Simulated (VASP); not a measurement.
Set up this calculation in VASP 6.6.1, as the native input.

- Task: single point
- Functional: LDA
- Potentials or basis: VASP PAW PBE potentials, release 64 (Lu, H)
- Cutoff: 600 eV
- k mesh: 8 × 8 × 8
- Occupations: fermi-dirac, width 0.02 eV
- Spin: no spin polarisation
- Dipole correction: no
- Further INCAR settings: ALGO = Normal; EDIFF = 1e-06; NBANDS = 20

The structure of LuH2 lies in POSCAR:

```
LuH2
1.0
    0.0000000000      2.5496156397      2.5496156397
    2.5496156397      0.0000000000      2.5496156397
    2.5496156397      2.5496156397      0.0000000000
Lu H
1 2
Direct
    0.0000000000      0.0000000000      0.0000000000
    0.2500000000      0.2500000000      0.2500000000
    0.7500000000      0.7500000000      0.7500000000
```

This cell differs from its parent crystal: volume scaled by 1.04.

The input as run:

INCAR

```
PREC = Accurate ; ENCUT = 600
EDIFF = 1E-6 ; ISMEAR = -1
SIGMA = 0.02 ; LREAL = False
LASPH = True ; NELM = 120
ALGO = Normal ; ISIF = 2
LWAVE = False ; LCHARG = True
GGA = CA ; LELF = True
LVHAR = True ; NBANDS = 20
GGA_COMPAT = False
```

KPOINTS

```
Automatic mesh
0
Gamma
  8 8 8
```

Potentials or basis: VASP PAW PBE potentials, release 64 (Lu, H).

Command:

```console
$ cat potpaw_PBE.64/Lu/POTCAR potpaw_PBE.64/H/POTCAR > POTCAR
$ mpirun -np 1 vasp_std > vasp.out
```

It gave:

| Item | Value |
| --- | --- |
| Pressure | -9.0 GPa |

Caveat: the PAW data sets were made with another functional, which shifts forces and pressure a little.

It took 61 s on 1 thread of Intel Xeon 8259CL (shared host), peak memory 0.18 GiB.
